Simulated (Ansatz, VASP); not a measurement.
Ir in VASP and in Ansatz

```
Ir
1.0
     0.00000    1.90609    1.90609
     1.90609    0.00000    1.90609
     1.90609    1.90609    0.00000
Ir
1
Cartesian
  0.0000 0.0000 0.0000
```

Alike in both runs: task single point; functional LDA; k mesh 14 × 14 × 14; occupations fermi-dirac, width 0.1 eV; no spin polarisation.

|  | VASP | Ansatz |
| --- | --- | --- |
| version | VASP 6.6.1 | Ansatz 0.2.0 |
| potentials or method | VASP PAW LDA potentials, release 64 (Ir), cutoff 520 eV | plane waves (420 eV) with PAW, scalar-relativistic |
| valence electrons in the cell | 9 | 17 |

|  | VASP | Ansatz | Ansatz less VASP |
| --- | --- | --- | --- |
| pressure (GPa) | 2.6 | 0.0 | -2.60 |

Ansatz warns that its potentials were made for another functional, while VASP's fit it. LDA's correlation is that of Perdew and Zunger in VASP and of Perdew and Wang (1992) in Ansatz. VASP's potentials hold 9 valence electrons a cell and Ansatz's 17, so a difference there can come from the potentials and not from the codes.

Spin-orbit coupling is off throughout.
